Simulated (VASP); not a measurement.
Runs of VASP 6.6.1 on CdS (Hawleyite). The structure is that of space group F-43m (No. 216), or close to it. The cells are those of the table. 

```csv
task,cell,k mesh,cutoff (eV),smearing,ions in elastic constants,gap on the mesh (eV),pressure (GPa)
single point,"a = 4.070 Å, angles 60.0, 60.0, 90.0°, 2 atoms",8 × 8 × 8,520,gaussian 0.01 eV,-,0.98,0.6
single point,"a = 4.050, b = 4.050, c = 4.076 Å, angles 60.2, 60.2, 90.0°, 2 atoms",8 × 8 × 8,520,gaussian 0.01 eV,-,0.97,(d)
single point,"a = 4.091, b = 4.091, c = 4.065 Å, angles 59.8, 59.8, 90.0°, 2 atoms",8 × 8 × 8,520,gaussian 0.01 eV,-,0.95,0.4
single point,"a = 4.070 Å, angles 60.0, 60.0, 90.0°, 2 atoms",12 × 12 × 12,520,fermi-dirac 0.08 eV,-,0.98,0.6
single point,"a = 4.111, b = 4.111, c = 4.060 Å, angles 59.6, 59.6, 90.0°, 2 atoms",8 × 8 × 8,520,gaussian 0.01 eV,-,0.92,0.2
single point,"a = 4.111, b = 4.111, c = 4.079 Å, angles 59.7, 59.7, 90.0°, 2 atoms",8 × 8 × 8,520,gaussian 0.01 eV,-,0.92,(b)
single point,"a = 3.989, b = 3.989, c = 4.091 Å, angles 60.8, 60.8, 90.0°, 2 atoms",8 × 8 × 8,520,gaussian 0.01 eV,-,0.94,(a)
relaxation of cell and atoms,"relaxed from a = 4.125 Å, angles 60.0, 60.0, 90.0°, 2 atoms",12 × 12 × 12,600,fermi-dirac 0.08 eV,-,0.96,0.0
single point,"a = 4.030, b = 4.030, c = 4.062 Å, angles 60.3, 60.3, 90.0°, 2 atoms",8 × 8 × 8,520,gaussian 0.01 eV,-,0.99,1.6
single point,"a = 4.030, b = 4.030, c = 4.081 Å, angles 60.4, 60.4, 90.0°, 2 atoms",8 × 8 × 8,520,gaussian 0.01 eV,-,0.96,0.9
single point,"a = 4.050, b = 4.050, c = 4.066 Å, angles 60.1, 60.1, 90.0°, 2 atoms",8 × 8 × 8,520,gaussian 0.01 eV,-,0.98,(c)
```

Alike in all rows: level LDA; potentials or basis VASP PAW LDA potentials, release 64 (Cd, S); no spin polarisation.

Fill in the values left out.

(a) 1.3; (b) -0.4; (c) 1.1; (d) 0.7.

A k mesh can miss the band edges, and the runs leave out spin-orbit coupling on Cd.
